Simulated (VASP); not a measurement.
# Si (Im-3m) in VASP: notebook

The runs below take Si through single point, relaxation of cell and atoms, with r2SCAN.

Program: VASP 6.6.1. These are calculated values, not measurements. Logs are shortened: lines on timing, memory, paths and dates and some standing lists are left out, and cuts for length are marked.

## Step 1: The cell of the first run

The structure is cubic, space group Im-3m (No. 229). The conventional cell has a = 2.963 Å, b = 2.963 Å, c = 2.963 Å, α = 90.00°, β = 90.00°, γ = 90.00°. Within 3.4 Å of Si (site symmetry m-3m) lie 14 Si at 2.57 to 2.96 Å.

This isn't the form of Si at room conditions, which is diamond.

## Step 2: Single point, r2SCAN

Contents of POSCAR:

```
Si
1.0
   -1.4816317324      1.4816317324      1.4816317324
    1.4816317324     -1.4816317324      1.4816317324
    1.4816317324      1.4816317324     -1.4816317324
Si
1
Direct
    0.0000000000      0.0000000000      0.0000000000
```

Contents of INCAR.step1:

```
PREC = Accurate ; ENCUT = 550
ISMEAR = 1 ; SIGMA = 0.05
LREAL = False ; LASPH = True
NELM = 120 ; NBANDS = 8
GGA = PE ; ALGO = Normal
EDIFF = 1E-5 ; LWAVE = True
LCHARG = False ; GGA_COMPAT = False
```

Contents of INCAR.step2:

```
PREC = Accurate ; ENCUT = 550
EDIFF = 1E-6 ; ISMEAR = 1
SIGMA = 0.05 ; LREAL = False
LASPH = True ; NELM = 120
ALGO = Normal ; ISIF = 2
LWAVE = False ; LCHARG = True
METAGGA = R2SCAN ; LMIXTAU = True
LELF = True ; LVHAR = True
NBANDS = 8 ; ISTART = 1
GGA_COMPAT = False
```

Contents of KPOINTS:

```
Automatic mesh
0
Gamma
  10 10 10
```

Potentials or basis: VASP PAW PBE potentials, release 64 (Si).

The run is started by

```sh
cat potpaw_PBE.64/Si/POTCAR > POTCAR
cp INCAR.step1 INCAR
mpirun -np 1 vasp_std > vasp.out
cp INCAR.step2 INCAR
mpirun -np 1 vasp_std > vasp.out
```

OUTCAR:

```text
PREC = Accurate
   ENCUT = 550
   EDIFF = 1E-6
   ISMEAR = 1
   LREAL = False
   LASPH = True
   NELM = 120
   ISIF = 2
   METAGGA = R2SCAN
   ISTART = 1

 ion  position               nearest neighbor table
   1  0.000  0.000  0.000-

  LATTYP: Found a body centered cubic cell.
 ALAT       =     2.9632634648

  Lattice vectors:

 A1 = (  -1.4816317324,   1.4816317324,   1.4816317324)
 A2 = (   1.4816317324,  -1.4816317324,   1.4816317324)
 A3 = (   1.4816317324,   1.4816317324,  -1.4816317324)

Analysis of symmetry for initial positions (statically):
=====================================================================
 Subroutine PRICEL returns:
 Original cell was already a primitive cell.

 Routine SETGRP: Setting up the symmetry group for a
 body centered cubic supercell.

 Subroutine GETGRP returns: Found 48 space group operations
 (whereof 48 operations were pure point group operations)
 out of a pool of 48 trial point group operations.

The static configuration has the point symmetry O_h .

Analysis of symmetry for dynamics (positions and initial velocities):
=====================================================================
 Subroutine PRICEL returns:
 Original cell was already a primitive cell.

 Routine SETGRP: Setting up the symmetry group for a
 body centered cubic supercell.

 Subroutine GETGRP returns: Found 48 space group operations
 (whereof 48 operations were pure point group operations)
 out of a pool of 48 trial point group operations.

The dynamic configuration has the point symmetry O_h .

 Subroutine INISYM returns: Found 48 space group operations
 (whereof 48 operations are pure point group operations),
 and found     1 'primitive' translations

----------------------------------------------------------------------------------------

                                     Primitive cell

  volume of cell :      13.0101

  direct lattice vectors                    reciprocal lattice vectors
    -1.481631732  1.481631732  1.481631732     0.000000000  0.337465774  0.337465774
     1.481631732 -1.481631732  1.481631732     0.337465774  0.000000000  0.337465774
     1.481631732  1.481631732 -1.481631732     0.337465774  0.337465774  0.000000000

  length of vectors
     2.566261439  2.566261439  2.566261439     0.477248675  0.477248675  0.477248675

  position of ions in fractional coordinates (direct lattice)
     0.000000000  0.000000000  0.000000000

  ion indices of the primitive-cell ions
   primitive index   ion index
                 1           1

----------------------------------------------------------------------------------------

 KPOINTS: Automatic mesh

Automatic generation of k-mesh.
 Grid dimensions read from file:
 generate k-points for:   10   10   10

 Generating k-lattice:

  Cartesian coordinates                     Fractional coordinates (reciprocal lattice)
     0.000000000  0.033746577  0.033746577     0.100000000  0.000000000  0.000000000
     0.033746577  0.000000000  0.033746577     0.000000000  0.100000000  0.000000000
     0.033746577  0.033746577  0.000000000     0.000000000  0.000000000  0.100000000

  Length of vectors
     0.047724868  0.047724868  0.047724868

  Shift w.r.t. Gamma in fractional coordinates (k-lattice)
     0.000000000  0.000000000  0.000000000

 Subroutine IBZKPT returns following result:
 ===========================================

 Found     47 irreducible k-points:

 Following reciprocal coordinates:
            Coordinates               Weight
  0.000000  0.000000  0.000000      1.000000
  0.100000  0.000000  0.000000     12.000000
  0.200000  0.000000  0.000000     12.000000
  0.300000  0.000000  0.000000     12.000000
  0.400000  0.000000  0.000000     12.000000
  0.500000  0.000000  0.000000      6.000000
[... 16 lines left out ...]
  0.300000  0.300000  0.100000      8.000000
 -0.300000  0.300000  0.100000     24.000000
 [... further k-points ...]
   k-points           NKPTS =     47   k-points in BZ     NKDIM =     47   number of bands    NBANDS=      8
   number of dos      NEDOS =    301   number of ions     NIONS =      1
   total plane-waves  NPLWV =   8000
   dimension x,y,z NGX =    20 NGY =   20 NGZ =   20
   dimension x,y,z NGXF=    40 NGYF=   40 NGZF=   40
   ions per type =               1
   NGX,Y,Z   is equivalent  to a cutoff of  12.96, 12.96, 12.96 a.u.
   NGXF,Y,Z  is equivalent  to a cutoff of  25.91, 25.91, 25.91 a.u.
 SYSTEM =  unknown system
   PREC   = accura    normal or accurate (medium, high low for compatibility)
   ISTART =      1    job   : 0-new  1-cont  2-samecut
   ICHARG =      0    charge: 1-file 2-atom 10-const
   ISPIN  =      1    spin polarized calculation?
   LNONCOLLINEAR =      F non collinear calculations
   LSORBIT =      F    spin-orbit coupling
   LASPH  =      T    aspherical Exc in radial PAW
   ENCUT  =  550.0 eV  40.42 Ry    6.36 a.u.   4.91  4.91  4.91*2*pi/ulx,y,z
   NELM   =    120;   NELMIN=  2; NELMDL=  0     # of ELM steps
   EDIFF  = 0.1E-05   stopping-criterion for ELM
   LREAL  =      F    real-space projection
   EDIFFG = 0.1E-04   stopping-criterion for IOM
   NSW    =      0    number of steps for IOM
   IBRION =     -1    ionic relax: 0-MD 1-quasi-New 2-CG
   NFREE  =      0    steps in history (QN), initial steepest desc. (CG)
   ISIF   =      2    stress and relaxation
   ISYM   =      2    0-nonsym 1-usesym 2-fastsym
   POTIM  = 0.5000    time-step for ionic-motion
   TEBEG  =    0.0;   TEEND  =   0.0 temperature during run
   PSTRESS=    0.0 pullay stress
   NELECT =       4.0000    total number of electrons
   NUPDOWN=      -1.0000    fix difference up-down
   EMIN   =  10.00;   EMAX   =-10.00  energy-range for DOS
   EFERMI =   0.00;   METHOD = LEGACY
   ISMEAR =     1;   SIGMA  =   0.05  broadening in eV -4-tet -1-fermi 0-gaus
   EFERMI_NEDOS =   21; number of points for ismear=-14 and -15
   IALGO  =     38    algorithm
   IMIX   =      4    mixing-type and parameters
     AMIX     =   0.40;   BMIX     =  1.00
     AMIX_MAG =   1.60;   BMIX_MAG =  1.00
  volume/ion in A,a.u.               =      13.01        87.80
  Fermi-wavevector in a.u.,A,eV,Ry     =   1.104929  2.088014 16.610933  1.220869
  Thomas-Fermi vector in A             =   2.241409
   LORBIT       =      0    0 simple, 1 ext, 2 COOP (PROOUT), +10 PAW based schemes
   METAGGA = R2SCAN    functional components
   LHFCALC =     F    Hartree Fock is set to
   AEXX    =    0.0000 exact exchange contribution
   IVDW    =     0    specifies the selected vdW correction
   LEPSILON=     F    determine dielectric tensor
   LRPA    =     F    only Hartree local field effects (RPA)
 non-spin polarized calculation
 Methfessel and Paxton  Order N= 1 SIGMA  =   0.05
  energy-cutoff  :      550.00
  volume of cell :       13.01
 maximum number of plane-waves:       394
   NGX =  9   NGY =  9   NGZ =  9

 number of electron       4.0000000 magnetization

 Free energy of the ion-electron system (eV)
  ---------------------------------------------------
  ext. energy  EPLUGINS =         0.00000000
  ---------------------------------------------------
  free energy    TOTEN  =        -7.99596516 eV

  energy without entropy =       -7.99608945  energy(sigma->0) =       -7.99600659

 E-fermi :  11.5548     XC(G=0): -12.4750

 val. band max:       11.5154836527   @ k =   0.4000   0.2000   0.0000
 cond. band min:      11.5927242207   @ k =  -0.3000   0.4000   0.2000
 fundamental gap:      0.0772405679
 Fermi energy:        11.5548464406

 k-point     1 :       0.0000    0.0000    0.0000
  band No.  band energies     occupation
      1      -4.7668      2.00000
      2      25.4125      0.00000
      3      25.4125      0.00000
      4      25.4125      0.00000
      5      25.5412      0.00000
      6      25.5412      0.00000
      7      25.5412      0.00000
      8      29.6218      0.00000

 k-point     2 :       0.1000    0.0000    0.0000
  band No.  band energies     occupation
      1      -4.4146      2.00000
      2      21.5225      0.00000
      3      22.8559      0.00000
      4      24.3251      0.00000
      5      24.8713      0.00000
      6      26.9857      0.00000
      7      28.3150      0.00000
      8      28.6767      0.00000

 k-point     3 :       0.2000    0.0000    0.0000
  band No.  band energies     occupation
      1      -3.3615      2.00000
      2      16.6017      0.00000
      3      20.8236      0.00000
      4      22.4686      0.00000
      5      23.4616      0.00000
      6      25.4480      0.00000
      7      29.7703      0.00000
      8      29.9472      0.00000

 k-point     4 :       0.3000    0.0000    0.0000
  band No.  band energies     occupation
      1      -1.6175      2.00000
      2      11.8468     -0.00000
      3      19.3773      0.00000
      4      20.9212      0.00000
      5      22.1697      0.00000
      6      24.1166      0.00000
      7      31.2157      0.00000
      8      31.7351      0.00000

 k-point     5 :       0.4000    0.0000    0.0000
  band No.  band energies     occupation
      1       0.8006      2.00000
      2       7.5742      2.00000
      3      18.5124      0.00000
      4      19.9472      0.00000
      5      21.3328      0.00000
      6      23.2663      0.00000
      7      33.0005      0.00000
      8      33.9842      0.00000

 k-point     6 :       0.5000    0.0000    0.0000
  band No.  band energies     occupation
      1       3.7423      2.00000
      2       4.0088      2.00000
      3      18.2246      0.00000
      4      19.6172      0.00000
      5      21.0467      0.00000
      6      22.9739      0.00000
      7      34.3578      0.00000
      8      35.4671      0.00000

 k-point     7 :       0.1000    0.1000    0.0000
  band No.  band energies     occupation
      1      -3.7120      2.00000
      2      19.1804      0.00000
      3      19.3276      0.00000
      4      22.1363      0.00000
      5      25.5718      0.00000
      6      26.6401      0.00000
      7      28.5410      0.00000
      8      29.7746      0.00000
[... 133 lines left out ...]
 k-point    20 :       0.2000    0.2000    0.1000
  band No.  band energies     occupation
      1       1.1444      2.00000
      2      11.0643      2.00000
      3      11.3493      2.00000
      4      14.4570      0.00000
      5      29.5919      0.00000
      6      30.2521      0.00000
      7      32.8458      0.00000
      8      33.3943      0.00000

 k-point    21 :       0.3000    0.2000    0.1000
  band No.  band energies     occupation
      1       3.8685      2.00000
      2       7.2427      2.00000
      3      10.5646      2.00000
      4      13.8272      0.00000
      5      29.6507      0.00000
      6      31.2416      0.00000
      7      33.7557      0.00000
      8      35.3162      0.00000

 k-point    22 :      -0.2000    0.2000    0.1000
  band No.  band energies     occupation
      1      -3.0116      2.00000
      2      16.8085      0.00000
      3      18.7403      0.00000
      4      21.7789      0.00000
      5      23.7362      0.00000
      6      25.0972      0.00000
      7      28.4456      0.00000
      8      31.4007      0.00000

 k-point    23 :       0.3000    0.3000    0.1000
  band No.  band energies     occupation
      1       6.7451      2.00000
      2       6.7451      2.00000
      3       7.2427      2.00000
      4      13.5134      0.00000
      5      31.2995      0.00000
      6      32.5260      0.00000
      7      32.5260      0.00000
      8      37.4213      0.00000

 k-point    24 :      -0.3000    0.3000    0.1000
  band No.  band energies     occupation
      1      -1.2705      2.00000
      2      12.1497     -0.00000
      3      17.2160      0.00000
      4      20.3255      0.00000
      5      23.6969      0.00000
      6      24.4692      0.00000
      7      28.0238      0.00000
      8      34.6634      0.00000

 [... further k-points ...]

------------------------ aborting loop because EDIFF is reached ----------------------------------------

  FORCE on cell =-STRESS in cart. coord.  units (eV):
  Direction    XX          YY          ZZ          XY          YZ          ZX
  --------------------------------------------------------------------------------------
  -------------------------------------------------------------------------------------
  Total        0.8187517      0.8187517      0.8187517     -0.0000000     -0.0000000     -0.0000000
  in kB      100.8281945    100.8281945    100.8281945     -0.0000000     -0.0000000     -0.0000000
  external PRESSURE =     100.8281945 kB  Pullay stress =       0.0000000 kB

 VOLUME and BASIS-vectors are now :
 -----------------------------------------------------------------------------
  energy-cutoff  :      550.00
  volume of cell :       13.01
      direct lattice vectors                 reciprocal lattice vectors
    -1.481631732  1.481631732  1.481631732     0.000000000  0.337465774  0.337465774
     1.481631732 -1.481631732  1.481631732     0.337465774  0.000000000  0.337465774
     1.481631732  1.481631732 -1.481631732     0.337465774  0.337465774  0.000000000

 POSITION                                       TOTAL-FORCE (eV/Angst)
 -----------------------------------------------------------------------------------
      0.00000      0.00000      0.00000        -0.000000      0.000000     -0.000000
 -----------------------------------------------------------------------------------
    total drift:                                0.000000      0.000000     -0.000000

  FREE ENERGIE OF THE ION-ELECTRON SYSTEM (eV)
  ---------------------------------------------------
  free  energy   TOTEN  =        -7.9959651561 eV

  energy  without entropy=       -7.9960894523  energy(sigma->0) =       -7.99600659
```

Run time: 14 s. Hardware: 1 thread of Intel Xeon Platinum 8259CL at 2.50GHz (Skylake/Cascade Lake), shared host; peak memory 0.12 GiB.

What came out:

```
Free energy            : -7.9960 eV
Pressure               : 10.1 GPa
Band gap on the k mesh : zero (bands 2 and 3 overlap by 18.17 eV)
```

Levels at points of the mesh, in eV from the Fermi level:
```
           k point  band 1  band 2  band 3  band 4  band 5  band 6  band 7
(0.00, 0.00, 0.00)  -16.32   13.86   13.86   13.86   13.99   13.99   13.99
(0.50, 0.00, 0.00)   -7.81   -7.55    6.67    8.06    9.49   11.42   22.80
(0.50, 0.50, 0.50)   -0.58   -0.58   -0.58    1.90    1.90    2.99   27.91
```

Caveat: the cell stands under pressure; the PAW data sets were made with another functional, which shifts forces and pressure a little.

## Step 3: Single point, r2SCAN

This run uses another cell than the first one, of 14.11 Å³/atom.

Contents of POSCAR:

```
Si
1.0
   -1.5223935398      1.5223935398      1.5223935398
    1.5223935398     -1.5223935398      1.5223935398
    1.5223935398      1.5223935398     -1.5223935398
Si
1
Direct
    0.0000000000      0.0000000000      0.0000000000
```

Contents of INCAR.step1:

```
SYSTEM = Si
PREC     = Accurate       ! precision mode
ENCUT    = 550            ! plane-wave cutoff, eV
ISMEAR   = 1              ! smearing method
SIGMA    = 0.05           ! smearing width, eV
LREAL    = .False.        ! projectors in reciprocal space
LASPH    = .True.         ! aspherical terms in the spheres
NELM     = 120            ! most SCF steps
NBANDS   = 8              ! bands
GGA      = PE             ! functional
ALGO     = Normal         ! electronic algorithm
EDIFF    = 1E-5           ! SCF threshold, eV
LWAVE    = .True.         ! write WAVECAR
LCHARG   = .False.        ! write CHGCAR
GGA_COMPAT= .False.
```

Contents of INCAR.step2:

```
SYSTEM = Si
PREC     = Accurate       ! precision mode
ENCUT    = 550            ! plane-wave cutoff, eV
EDIFF    = 1E-6           ! SCF threshold, eV
ISMEAR   = 1              ! smearing method
SIGMA    = 0.05           ! smearing width, eV
LREAL    = .False.        ! projectors in reciprocal space
LASPH    = .True.         ! aspherical terms in the spheres
NELM     = 120            ! most SCF steps
ALGO     = Normal         ! electronic algorithm
ISIF     = 2              ! what is computed and relaxed
LWAVE    = .False.        ! write WAVECAR
LCHARG   = .False.        ! write CHGCAR
METAGGA  = R2SCAN         ! meta-GGA
LMIXTAU  = .True.       
NBANDS   = 8              ! bands
ISTART   = 1            
GGA_COMPAT= .False.
```

Contents of KPOINTS:

```
regular mesh
0
Gamma
  10 10 10
  0 0 0
```

Potentials or basis: VASP PAW PBE potentials, release 64 (Si).

The run is started by

```sh
cat potpaw_PBE.64/Si/POTCAR > POTCAR
cp INCAR.step1 INCAR
mpirun -np 1 vasp_std > vasp.out
cp INCAR.step2 INCAR
mpirun -np 1 vasp_std > vasp.out
```

Wall time 14 s (1 thread of Intel Xeon Platinum 8259CL at 2.50GHz (Skylake/Cascade Lake), shared host); peak memory 0.12 GiB.

The run converged. Its results:

```yaml
Free_energy: -8.0285 eV
Pressure: 0.1 GPa
Band_gap_on_the_k_mesh: zero (bands 2 and 3 overlap by 17.15 eV)
```

Levels at points of the mesh, in eV from the Fermi level:
```csv
k point,band 1,band 2,band 3,band 4,band 5,band 6,band 7
"(0.00, 0.00, 0.00)",-15.49,12.76,12.76,12.76,13.47,13.47,13.47
"(0.50, 0.00, 0.00)",-7.33,-7.24,6.11,8.03,8.92,10.81,21.89
"(0.50, 0.50, 0.50)",-0.56,-0.56,-0.56,1.99,2.26,2.26,26.67
```

Caveat: the PAW data sets were made with another functional, which shifts forces and pressure a little.

## Step 4: Relaxation of cell and atoms, r2SCAN

This run uses another cell than the first one, of 15.33 Å³/atom.

Contents of POSCAR:

```
Si
1.0
   -1.5650000000      1.5650000000      1.5650000000
    1.5650000000     -1.5650000000      1.5650000000
    1.5650000000      1.5650000000     -1.5650000000
Si
1
Direct
    0.0000000000      0.0000000000      0.0000000000
```

Contents of INCAR.step1:

```
SYSTEM = Si
ALGO = Normal
EDIFF = 1E-5
EDIFFG = -0.005
ENCUT = 550
GGA = PE
GGA_COMPAT = .FALSE.
IBRION = 2
ISIF = 3
ISMEAR = 1
LASPH = .TRUE.
LCHARG = .FALSE.
LREAL = .FALSE.
LWAVE = .TRUE.
NELM = 120
NELMIN = 4
NSW = 100
PREC = Accurate
SIGMA = 0.05
```

Contents of INCAR.step2:

```
SYSTEM = Si
ALGO = Normal
EDIFF = 1E-7
EDIFFG = -0.01
ENCUT = 550
GGA_COMPAT = .FALSE.
IBRION = 2
ISIF = 3
ISMEAR = 1
ISTART = 1
LASPH = .TRUE.
LCHARG = .FALSE.
LMIXTAU = .TRUE.
LREAL = .FALSE.
LWAVE = .FALSE.
METAGGA = R2SCAN
NELM = 120
NELMIN = 4
NSW = 60
PREC = Accurate
SIGMA = 0.05
```

Contents of KPOINTS:

```
k-points
0
G
  10 10 10
  0 0 0
```

The run is started by

```sh
cat potpaw_PBE.64/Si/POTCAR > POTCAR
cp INCAR.step1 INCAR
mpirun -np 1 vasp_std > vasp.out
cp INCAR.step2 INCAR
mpirun -np 1 vasp_std > vasp.out
```

Run time: 35 s. Hardware: 1 thread of Intel Xeon Platinum 8259CL at 2.50GHz (Skylake/Cascade Lake), shared host; peak memory 0.13 GiB.

Results (log left out):

```
Free energy                           : -8.0285 eV
Relaxed volume                        : 14.11 Å³/atom
Relaxed cell                          : a = 2.637 Å, b = 2.637 Å, c = 2.637 Å, α = 109.47°, β = 109.47°, γ = 109.47°
Space group after relaxing (to 0.1 Å) : Im-3m (No. 229)
Energy gained by relaxing             : 28.1 meV/atom
Ionic steps                           : 3
Pressure after relaxing               : 0.0 GPa
Band gap on the k mesh                : zero (bands 2 and 3 overlap by 17.14 eV)
```

The path:
| step | energy change (eV) | largest force (eV/Å) | pressure (GPa) | volume (Å³) |
| --- | --- | --- | --- | --- |
| 1 | 0.0000 | 0.0000 | -6.74 | 15.33 |
| 2 | -0.0274 | 0.0000 | 1.31 | 13.94 |
| 3 | -0.0281 | 0.0000 | 0.04 | 14.11 |

Final structure:
```
Si
1.0
    -1.52242    1.52242    1.52242
     1.52242   -1.52242    1.52242
     1.52242    1.52242   -1.52242
Si
1
Direct
  0.00000 0.00000 0.00000
```

Levels at points of the mesh, in eV from the Fermi level:
| k point | band 1 | band 2 | band 3 | band 4 | band 5 |
| --- | --- | --- | --- | --- | --- |
| (0.00, 0.00, 0.00) | -15.49 | 12.76 | 12.76 | 12.76 | 13.47 |
| (0.50, 0.00, 0.00) | -7.33 | -7.24 | 6.11 | 8.03 | 8.92 |
| (0.50, 0.50, 0.50) | -0.56 | -0.56 | -0.56 | 1.99 | 2.26 |

Caveat: the PAW data sets were made with another functional, which shifts forces and pressure a little.

[end of part 1 of 2]
